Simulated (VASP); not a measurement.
SbP: single point with PBE

SbP, a sheet with vacuum:

```
Sb P
1.0
     3.73342    0.00000    0.00000
    -1.86671    3.23323    0.00000
     0.00000    0.00000   26.83690
Sb P
1 1
Cartesian
  1.8667 1.0777 8.7167
  0.0000 2.1555 7.2833
```

* Program: VASP 6.6.1
* Task: single point
* Functional: PBE
* Potentials or basis: VASP PAW PBE potentials, release 64 (Sb, P)
* Cutoff: 520 eV
* k mesh: 12 × 12 × 1
* Occupations: gaussian, width 0.02 eV
* Spin: no spin polarisation

| Quantity | Value |
| --- | --- |
| Largest force | 0.049 eV/Å |
| Band gap on the k mesh | 1.75 eV, indirect (least direct gap 2.09 eV) |

Forces in eV/Å, atoms in the order of the input:
```
Sb   0.000  0.000  0.049
P    0.000  0.000 -0.049
```

Levels at points of the mesh, in eV from the valence-band top:
| k point | band 3 | band 4 | band 5 | band 6 | band 7 | band 8 |
| --- | --- | --- | --- | --- | --- | --- |
| (0.00, 0.00, 0.00) | -0.30 | 0.00 | 0.00 | 2.32 | 3.69 | 3.69 |
| (0.50, 0.00, 0.00) | -2.90 | -1.67 | -1.19 | 1.95 | 3.25 | 4.53 |

It took 94 s on 1 thread of AMD EPYC 7R13 Processor (Zen 3) (shared host), peak memory 0.39 GiB.

Caveat: spin-orbit coupling is left out, which moves the levels of the heavy elements.
